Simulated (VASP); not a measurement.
# FePt: relaxation of cell and atoms with PBE

The system is FePt.

```
Fe Pt
1.0
     2.99509    0.00000    0.00000
     0.00000    2.99509    0.00000
     0.00000    0.00000    2.99509
Fe Pt
1 1
Direct
  0.00000 0.00000 0.00000
  0.50000 0.50000 0.50000
```

```json
{
 "Program": "VASP 6.6.1",
 "Task": "relaxation of cell and atoms",
 "Functional": "PBE",
 "Potentials or basis": "VASP PAW PBE potentials, release 64 (Fe, Pt)",
 "Cutoff": "600 eV",
 "k mesh": "6 × 6 × 6",
 "Occupations": "gaussian, width 0.1 eV",
 "Spin": "collinear spin, ferromagnetic start",
 "Starting moments": "[3.33, 0.42] μB",
 "Dipole correction": "no",
 "Further INCAR settings": "ALGO = Normal; EDIFF = 1e-06; IBRION = 2; EDIFFG = -0.05; NSW = 100; ISIF = 3"
}
```

| Property | Result |
| --- | --- |
| Relaxed volume | 14.34 Å³/atom |
| Relaxed cell | a = 3.061 Å, b = 3.061 Å, c = 3.061 Å, α = 90.00°, β = 90.00°, γ = 90.00° |
| Space group after relaxing (to 0.05 Å) | Pm-3m (No. 221) |
| Energy gained by relaxing | 35.4 meV/atom |
| Ionic steps | 3 |
| Pressure after relaxing | -0.3 GPa |
| Net moment | 3.52 μB per cell |
| Site moments | Fe +3.12; Pt +0.34 μB |
| Valence electrons inside the program's atomic spheres | Fe 6.93; Pt 9.32 |

Step by step:
| step | energy change (eV) | largest force (eV/Å) | pressure (GPa) | volume (Å³) |
| --- | --- | --- | --- | --- |
| 1 | 0.0000 | 0.0000 | 13.91 | 26.87 |
| 2 | 0.0813 | 0.0000 | -14.62 | 31.66 |
| 3 | -0.0707 | 0.0000 | -0.31 | 28.68 |

Final structure:
```
CELL_PARAMETERS angstrom
3.06101 0.00000 0.00000
0.00000 3.06101 0.00000
0.00000 0.00000 3.06101
ATOMIC_POSITIONS crystal
Fe 0.00000 0.00000 0.00000
Pt 0.50000 0.50000 0.50000
```

Levels at points of the mesh, in eV from the Fermi level:
Spin up:
```csv
k point,band 7,band 8,band 9,band 10,band 11,band 12,band 13,band 14,band 15
"(0.00, 0.00, 0.00)",-2.12,-2.12,-0.72,-0.72,-0.72,7.52,7.52,7.52,14.47
"(0.50, 0.00, 0.00)",-2.96,-2.96,-2.49,-1.92,-1.46,-0.07,13.04,14.14,14.14
"(0.50, 0.50, 0.00)",-1.84,-0.92,-0.51,-0.51,-0.33,-0.33,4.24,7.30,14.44
"(0.50, 0.50, 0.50)",-2.36,-2.36,-0.84,-0.84,5.99,6.29,6.62,6.62,6.62
```
Spin down:
| k point | band 4 | band 5 | band 6 | band 7 | band 8 | band 9 | band 10 | band 11 |
| --- | --- | --- | --- | --- | --- | --- | --- | --- |
| (0.00, 0.00, 0.00) | -2.41 | -2.41 | -2.41 | 0.58 | 0.58 | 1.28 | 1.28 | 1.28 |
| (0.50, 0.00, 0.00) | -2.96 | -2.96 | -1.64 | -0.82 | -0.36 | -0.36 | 0.18 | 0.33 |
| (0.50, 0.50, 0.00) | -3.73 | -0.65 | -0.39 | -0.11 | -0.11 | 0.78 | 1.28 | 1.60 |
| (0.50, 0.50, 0.50) | -1.75 | -1.75 | -1.75 | -0.57 | -0.57 | 1.32 | 1.32 | 6.07 |

Run time: 23 s on 1 thread of Intel(R) Xeon(R) 6975P-C (Granite Rapids) (shared host), peak memory 0.16 GiB.

Caveat: spin-orbit coupling is left out, which moves the levels of the heavy elements.
